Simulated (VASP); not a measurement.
ZnO, 4 atoms in the cell. The structure is hexagonal, space group P6_3mc (No. 186). Conventional cell: a = 3.249 Å, b = 3.249 Å, c = 5.308 Å, α = 90.00°, β = 90.00°, γ = 120.00°. Within 2.6 Å of Zn (site symmetry 3m) lie 4 O at 1.98 to 2.03 Å. Within 2.6 Å of O (site symmetry 3m) lie 4 Zn at 1.98 to 2.03 Å.  This cell differs from its parent crystal: zz strain of +2 %.

| Property | Result |
| --- | --- |
| Program | VASP 6.6.1 |
| Task | electric field gradients |
| Functional | LDA |
| Potentials or basis | VASP PAW LDA potentials, release 64 (Zn, O) |
| Cutoff | 520 eV |
| k mesh | 11 × 11 × 6 |
| Occupations | fermi-dirac, width 0.02 eV |
| Spin | no spin polarisation |
| Dipole correction | no |
| Further INCAR settings | ALGO = Normal; EDIFF = 1e-08; NBANDS = 26 |

Potentials or basis: VASP PAW LDA potentials, release 64 (Zn, O).

The run is started by

```console
$ cat potpaw_LDA.64/Zn/POTCAR potpaw_LDA.64/O/POTCAR > POTCAR
$ mpirun -np 1 vasp_std > vasp.out
```

Hardware: 1 thread of Intel(R) Xeon(R) 6975P-C (Granite Rapids), with other jobs on the host.

Q: Estimate the wall time of this run.

A: It took 31 s on 1 thread of Intel(R) Xeon(R) 6975P-C (Granite Rapids) (shared host), peak memory 0.18 GiB. Counts: scf iterations 16, k points 64.
